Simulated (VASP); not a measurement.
# LaS (P4/nmm) in VASP: single point with LDA

Aim: the single point of LaS with LDA.

Program: VASP 6.6.1. These are calculated values, not measurements. Logs are shortened: lines on timing, memory, paths and dates and some standing lists are left out, and cuts for length are marked.

## (1) The cell of the first run

It takes space group P4/nmm (No. 129, tetragonal). The conventional cell has a = 4.076 Å, b = 4.076 Å, c = 10.600 Å, α = 90.00°, β = 90.00°, γ = 90.00°. Within 3.9 Å of La (site symmetry 4mm) lie 5 S at 2.90 to 2.93 Å and 4 La at 3.87 Å. S (site symmetry 4mm) has 5 La at 2.90 to 2.93 Å within 3.8 Å.

## (2) Single point, LDA

INCAR reads:

```
  PREC = Accurate
  ENCUT = 520
  EDIFF = 1E-7
  ISMEAR = -1
  SIGMA = 0.1
  LREAL = F
  LASPH = T
  NELM = 100
  ALGO = Normal
  ISIF = 2
  LWAVE = F
  LCHARG = F
  NBANDS = 25
```

KPOINTS reads:

```
Automatic mesh
0
Gamma
  6 6 2
```

POSCAR reads:

```
LaS
1.0
    4.0755040000      0.0000000000      0.0000000000
    0.0000000000      4.0755040000      0.0000000000
    0.0000000000      0.0000000000     10.6002600000
La S
2 2
Direct
    0.0000000000      0.5000000000      0.6215910000
    0.5000000000      0.0000000000      0.3784090000
    0.5000000000      0.0000000000      0.6545620000
    0.0000000000      0.5000000000      0.3454380000
```

Potentials or basis: VASP PAW LDA potentials, release 64 (La, S).

Run with:

```console
cat potpaw_LDA.64/La/POTCAR potpaw_LDA.64/S/POTCAR > POTCAR
mpirun -np 1 vasp_std > vasp.out
```

OUTCAR:

```text
PREC = Accurate
   ENCUT = 520
   EDIFF = 1E-7
   ISMEAR = -1
   LREAL = F
   LASPH = T
   NELM = 100
   ISIF = 2

 ion  position               nearest neighbor table
   1  0.000  0.500  0.622-   3 2.90   3 2.90   3 2.90   3 2.90   4 2.93
   2  0.500  0.000  0.378-   4 2.90   4 2.90   4 2.90   4 2.90   3 2.93
   3  0.500  0.000  0.655-   1 2.90   1 2.90   1 2.90   1 2.90   2 2.93
   4  0.000  0.500  0.345-   2 2.90   2 2.90   2 2.90   2 2.90   1 2.93

  LATTYP: Found a simple tetragonal cell.
 ALAT       =     4.0755040000
 C/A-ratio  =     2.6009691071

  Lattice vectors:

 A1 = (   4.0755040000,   0.0000000000,   0.0000000000)
 A2 = (   0.0000000000,   4.0755040000,   0.0000000000)
 A3 = (   0.0000000000,   0.0000000000,  10.6002600000)

Analysis of symmetry for initial positions (statically):
=====================================================================
 Subroutine PRICEL returns:
 Original cell was already a primitive cell.

 Routine SETGRP: Setting up the symmetry group for a
 simple tetragonal supercell.

 Subroutine GETGRP returns: Found 16 space group operations
 (whereof  8 operations were pure point group operations)
 out of a pool of 16 trial point group operations.

The static configuration has the point symmetry D_2d.
 The point group associated with its full space group is D_4h.

Analysis of symmetry for dynamics (positions and initial velocities):
=====================================================================
 Subroutine PRICEL returns:
 Original cell was already a primitive cell.

 Routine SETGRP: Setting up the symmetry group for a
 simple tetragonal supercell.

 Subroutine GETGRP returns: Found 16 space group operations
 (whereof  8 operations were pure point group operations)
 out of a pool of 16 trial point group operations.

The dynamic configuration has the point symmetry D_2d.
 The point group associated with its full space group is D_4h.

 Subroutine INISYM returns: Found 16 space group operations
 (whereof  8 operations are pure point group operations),
 and found     1 'primitive' translations

----------------------------------------------------------------------------------------

                                     Primitive cell

  volume of cell :     176.0675

  direct lattice vectors                    reciprocal lattice vectors
     4.075504000  0.000000000  0.000000000     0.245368426  0.000000000  0.000000000
     0.000000000  4.075504000  0.000000000     0.000000000  0.245368426  0.000000000
     0.000000000  0.000000000 10.600260000     0.000000000  0.000000000  0.094337309

  length of vectors
[... 82 lines left out ...]
   LREAL  =      F    real-space projection
   EDIFFG = 0.1E-05   stopping-criterion for IOM
   NSW    =      0    number of steps for IOM
   IBRION =     -1    ionic relax: 0-MD 1-quasi-New 2-CG
   NFREE  =      0    steps in history (QN), initial steepest desc. (CG)
   ISIF   =      2    stress and relaxation
   ISYM   =      2    0-nonsym 1-usesym 2-fastsym
   POTIM  = 0.5000    time-step for ionic-motion
   TEBEG  =    0.0;   TEEND  =   0.0 temperature during run
   PSTRESS=    0.0 pullay stress
   NELECT =      34.0000    total number of electrons
   NUPDOWN=      -1.0000    fix difference up-down
   EMIN   =  10.00;   EMAX   =-10.00  energy-range for DOS
   EFERMI =   0.00;   METHOD = LEGACY
   ISMEAR =    -1;   SIGMA  =   0.10  broadening in eV -4-tet -1-fermi 0-gaus
   EFERMI_NEDOS =   21; number of points for ismear=-14 and -15
   IALGO  =     38    algorithm
   IMIX   =      4    mixing-type and parameters
     AMIX     =   0.40;   BMIX     =  1.00
     AMIX_MAG =   1.60;   BMIX_MAG =  1.00
  volume/ion in A,a.u.               =      44.02       297.04
  Fermi-wavevector in a.u.,A,eV,Ry     =   0.946255  1.788162 12.182631  0.895398
  Thomas-Fermi vector in A             =   2.074235
   LORBIT       =      0    0 simple, 1 ext, 2 COOP (PROOUT), +10 PAW based schemes
   GGA     = CA    functional components
   LHFCALC =     F    Hartree Fock is set to
   AEXX    =    0.0000 exact exchange contribution
   IVDW    =     0    specifies the selected vdW correction
   LEPSILON=     F    determine dielectric tensor
   LRPA    =     F    only Hartree local field effects (RPA)
 non-spin polarized calculation
  energy-cutoff  :      520.00
  volume of cell :      176.07
 maximum number of plane-waves:      4776
   NGX = 15   NGY = 15   NGZ = 39

 number of electron      34.0000000 magnetization

 Free energy of the ion-electron system (eV)
  ---------------------------------------------------
  ext. energy  EPLUGINS =         0.00000000
  ---------------------------------------------------
  free energy    TOTEN  =       -28.04313399 eV

  energy without entropy =      -27.96554462  energy(sigma->0) =      -28.00433931

 E-fermi :   3.7977     XC(G=0):  -6.9134

 val. band max:        3.7923846217   @ k =   0.3333   0.3333   0.5000
 cond. band min:       3.9397756349   @ k =   0.1667   0.0000   0.0000
 fundamental gap:      0.1473910132
 Fermi energy:         3.7976756544

 k-point     1 :       0.0000    0.0000    0.0000
  band No.  band energies     occupation
      1     -29.2274      2.00000
      2     -29.1248      2.00000
      3     -13.3615      2.00000
      4     -13.0000      2.00000
      5     -12.9747      2.00000
      6     -12.9747      2.00000
[... 549 lines left out ...]
     24       5.3307      0.00000
     25       5.3569      0.00000

------------------------ aborting loop because EDIFF is reached ----------------------------------------

  FORCE on cell =-STRESS in cart. coord.  units (eV):
  Direction    XX          YY          ZZ          XY          YZ          ZX
  --------------------------------------------------------------------------------------
  -------------------------------------------------------------------------------------
  Total       -3.1021094     -3.1021094     -1.5622086      0.0000000      0.0000000     -0.0000000
  in kB      -28.2285472    -28.2285472    -14.2157716      0.0000000      0.0000000     -0.0000000
  external PRESSURE =     -23.5576220 kB  Pullay stress =       0.0000000 kB

 VOLUME and BASIS-vectors are now :
 -----------------------------------------------------------------------------
  energy-cutoff  :      520.00
  volume of cell :      176.07
      direct lattice vectors                 reciprocal lattice vectors
     4.075504000  0.000000000  0.000000000     0.245368426  0.000000000  0.000000000
     0.000000000  4.075504000  0.000000000     0.000000000  0.245368426  0.000000000
     0.000000000  0.000000000 10.600260000     0.000000000  0.000000000  0.094337309

 POSITION                                       TOTAL-FORCE (eV/Angst)
 -----------------------------------------------------------------------------------
      0.00000      2.03775      6.58903        -0.000000      0.000000     -0.134727
      2.03775      0.00000      4.01123         0.000000      0.000000      0.134727
      2.03775      0.00000      6.93853         0.000000      0.000000     -0.354981
      0.00000      2.03775      3.66173         0.000000      0.000000      0.354981
 -----------------------------------------------------------------------------------
    total drift:                                0.000000      0.000000      0.000000

  FREE ENERGIE OF THE ION-ELECTRON SYSTEM (eV)
  ---------------------------------------------------
  free  energy   TOTEN  =       -28.0431339940 eV

  energy  without entropy=      -27.9655446208  energy(sigma->0) =      -28.00433931
```

OSZICAR:

```text
N       E                     dE             d eps       ncg     rms          rms(c)
DAV:   1     0.408688907460E+03    0.40869E+03   -0.12521E+04  1000   0.159E+03
DAV:   2     0.707725766215E+02   -0.33792E+03   -0.32410E+03  1505   0.287E+02
DAV:   3    -0.186265475104E+02   -0.89399E+02   -0.87050E+02  1433   0.180E+02
[... 11 lines left out ...]
DAV:  15    -0.280431235204E+02   -0.92955E-04   -0.77703E-05  1800   0.468E-02    0.972E-03
DAV:  16    -0.280431318149E+02   -0.82945E-05   -0.16384E-05  1592   0.194E-02    0.464E-03
DAV:  17    -0.280431336538E+02   -0.18389E-05   -0.31100E-06  1648   0.113E-02    0.222E-03
DAV:  18    -0.280431339158E+02   -0.26194E-06   -0.45150E-07  1272   0.446E-03    0.150E-03
DAV:  19    -0.280431339940E+02   -0.78191E-07   -0.10223E-07  1080   0.303E-03
   1 F= -.28043134E+02 E0= -.28004339E+02  d E =-.775894E-01
```

Run time: 2 min. Hardware: 1 thread of Intel Xeon Platinum 8259CL at 2.50GHz (Skylake/Cascade Lake), shared host; peak memory 0.26 GiB.

Results:

- Free energy: -28.0431 eV
- Pressure: -2.4 GPa
- Largest force: 0.355 eV/Å
- Band gap on the k mesh: zero (bands 17 and 18 overlap by 1.83 eV)

Forces in eV/Å, atoms in the order of the input:
```
La   0.000  0.000 -0.135
La   0.000  0.000  0.135
S    0.000  0.000 -0.355
S    0.000  0.000  0.355
```

Caveat: spin-orbit coupling is left out, which moves the levels of the heavy elements.
